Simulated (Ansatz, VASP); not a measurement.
Li2Se: VASP beside Ansatz

```
Li Se
1.0
     0.00000    3.00250    3.00250
     3.00250    0.00000    3.00250
     3.00250    3.00250    0.00000
Li Se
2 1
Direct
  0.25000 0.25000 0.25000
  0.75000 0.75000 0.75000
  0.00000 0.00000 0.00000
```

Alike in both runs: task relaxation of cell and atoms; functional PBE; k mesh 8 × 8 × 8; occupations gaussian, width 0.02 eV; no spin polarisation.

|  | VASP | Ansatz |
| --- | --- | --- |
| version | VASP 6.6.1 | Ansatz 0.2.0 |
| potentials or method | VASP PAW PBE potentials, release 64 (Li_sv, Se), cutoff 750 eV | scalar-relativistic, plane waves, PAW |
| valence electrons in the cell | 12 | 22 |

|  | VASP | Ansatz | Ansatz less VASP |
| --- | --- | --- | --- |
| gap on the k mesh at the Fermi level, each at its own relaxed structure (eV) | 2.98 | 2.98 | +0.006 |
| relaxed volume (Å³/atom) | 18.05 | 18.05 | 0.000 |
| relaxed cell length with the largest relative difference (Å) | 4.246 | 4.246 | 0.0000 |

VASP's potentials hold 12 valence electrons a cell and Ansatz's 22, so a difference there can come from the potentials and not from the codes.

Noted on VASP's run: the relaxation stopped at its first step, so nothing moved.
